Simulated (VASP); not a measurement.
Crystal: MgO.

```
Mg O
1.0
     0.00000    2.30616    2.30616
     2.30616    0.00000    2.30616
     2.30616    2.30616    0.00000
Mg O
1 1
Direct
  0.50000 0.50000 0.50000
  0.75000 0.75000 0.75000
```

* Program: VASP 6.6.1
* Task: relaxation of cell and atoms
* Functional: PBE0
* Potentials or basis: VASP PAW PBE potentials, release 64 (Mg, O)
* Cutoff: 600 eV
* k mesh: 5 × 5 × 5
* Occupations: fermi-dirac, width 0.05 eV
* Spin: no spin polarisation

At the start: pressure -4.2 GPa; volume 12.27 Å³/atom.

Where does the relaxation end?

Over 3 steps the energy falls by 5.7 meV/atom and the volume is 11.84 Å³/atom (-3.4 %); space group F-43m (No. 216, to 0.05 Å).

The path:
```tsv
step	energy change (eV)	largest force (eV/Å)	pressure (GPa)	volume (Å³)
1	0.0000	0.0000	-4.19	24.53
2	-0.0100	0.0000	1.57	23.41
3	-0.0114	0.0000	0.00	23.69
```

Final structure:
```
Mg O
1.0
     0.00000    2.27942    2.27942
     2.27942    0.00000    2.27942
     2.27942    2.27942    0.00000
Mg O
1 1
Direct
  0.50000 0.50000 0.50000
  0.75000 0.75000 0.75000
```

Caveat: the k points lie up to 0.48 Å⁻¹ apart in the final cell; the PAW data sets were made with another functional, which shifts forces and pressure a little.
